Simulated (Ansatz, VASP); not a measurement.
## NiO2: VASP beside Ansatz

INCAR

```
PREC = Accurate
ENCUT = 520
EDIFF = 1E-6
ISMEAR = 0
SIGMA = 0.05
LREAL = F
LASPH = T
NELM = 80
ALGO = Normal
ISIF = 2
LWAVE = F
LCHARG = F
GGA = PS
NBANDS = 18
```

The input KPOINTS:

```
regular mesh
0
Gamma
  12 12 6
```

POSCAR

```
NiO2
1.0
    2.8028105550      0.0000000000      0.0000000000
   -1.4014052775      2.4273051426      0.0000000000
    0.0000000000      0.0000000000      4.9060395955
Ni O
1 2
Direct
    0.0000000000      0.0000000000      0.5000000000
    0.6666666667      0.3333333333      0.7253664501
    0.3333333333      0.6666666667      0.2746335499
```

Input for Ansatz:

```yaml
crystal:
  lattice:
    - [2.802810555, 0.0, 0.0]
    - [-1.4014052775, 2.4273051426, 0.0]
    - [0.0, 0.0, 4.9060395955]
  atoms:
    - { symbol: Ni, position: [0.0, 0.0, 0.5] }
    - { symbol: O, position: [0.6666666667, 0.3333333333, 0.7253664501] }
    - { symbol: O, position: [0.3333333333, 0.6666666667, 0.2746335499] }
basis:
  ecutwfc: 520.0
kpoints:
  mp_grid: { grid: [12, 12, 6] }
hamiltonian:
  xc: pbesol
scf:
  occupations: { method: gaussian, width: 0.05 }
output:
  forces: true
  stress: true
  eigenvalues: true
```

Alike in both runs: task single point; functional PBEsol; k mesh 12 × 12 × 6; occupations gaussian, width 0.05 eV; no spin polarisation.

|  | VASP | Ansatz |
| --- | --- | --- |
| version | VASP 6.6.1 | Ansatz 0.2.0 |
| potentials or method | VASP PAW PBE potentials, release 64 (Ni, O), cutoff 520 eV | scalar-relativistic, plane waves, PAW |
| valence electrons in the cell | 22 | 30 |

|  | VASP | Ansatz | Ansatz less VASP |
| --- | --- | --- | --- |
| gap on the k mesh at the Fermi level (eV) | 0.79 | 0.82 | +0.024 |
| least direct gap on the mesh (eV) | 0.86 | 0.87 | +0.019 |
| pressure (GPa) | -20.7 | -21.2 | -0.42 |
| traceless stress, the component that is largest in VASP (GPa) | -8.43 | -8.46 | -0.027 |
| rms of the force components (eV/Å) | 1.284 | 1.320 | +0.0366 |

VASP's potentials were made for PBE, not for PBEsol. Atom by atom the forces differ by 0.037 eV/Å (rms over components). VASP's potentials hold 22 valence electrons a cell and Ansatz's 30, so a difference there can come from the potentials and not from the codes.
